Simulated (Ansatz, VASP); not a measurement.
## One calculation of AgCl, two programs

```
Ag Cl
1.0
     0.00000    2.75454    2.75454
     2.75454    0.00000    2.75454
     2.75454    2.75454    0.00000
Ag Cl
1 1
Direct
  0.50000 0.50000 0.50000
  0.00000 0.00000 0.00000
```

Change from the starting cell: volume scaled by 0.98.

Alike in both runs: task single point; functional PBE; k mesh 9 × 9 × 9; occupations fermi-dirac, width 0.01 eV; no spin polarisation.

```csv
,VASP,Ansatz
version,VASP 6.6.1,Ansatz 0.2.0
potentials or method,"VASP PAW PBE potentials, release 64 (Ag, Cl), cutoff 520 eV","all-electron LAPW, scalar-relativistic"
```

Ansatz gave:

| Item | Value |
| --- | --- |
| gap on the k mesh at the Fermi level (eV) | 0.96 |
| pressure (GPa) | 2.7 |

Q: Which values does VASP return?

A: gap on the k mesh at the Fermi level (eV): 0.95; pressure (GPa): 2.5.

Ansatz ran all-electron here, and VASP with PAW potentials.
